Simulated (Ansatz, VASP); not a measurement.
## AlP: VASP beside Ansatz

```
Al P
1.0
     0.00000    2.73517    2.73517
     2.73517    0.00000    2.73517
     2.73517    2.73517    0.00000
Al P
1 1
Direct
  0.00000 0.00000 0.00000
  0.75000 0.75000 0.75000
```

Alike in both runs: task single point; functional PBEsol; k mesh 8 × 8 × 8; occupations gaussian, width 0.02 eV; no spin polarisation.

|  | VASP | Ansatz |
| --- | --- | --- |
| version | VASP 6.6.1 | Ansatz 0.2.0 |
| potentials or method | VASP PAW PBE potentials, release 64 (Al, P), cutoff 500 eV | scalar-relativistic, plane waves, PAW |
| valence electrons in the cell | 8 | 8 |

```tsv
	VASP	Ansatz	Ansatz less VASP
gap on the k mesh at the Fermi level (eV)	1.45	1.45	+0.003
least direct gap on the mesh (eV)	3.16	3.15	-0.006
pressure (GPa)	0.0	0.0	-0.03
```

VASP's potentials were made for PBE, not for PBEsol.
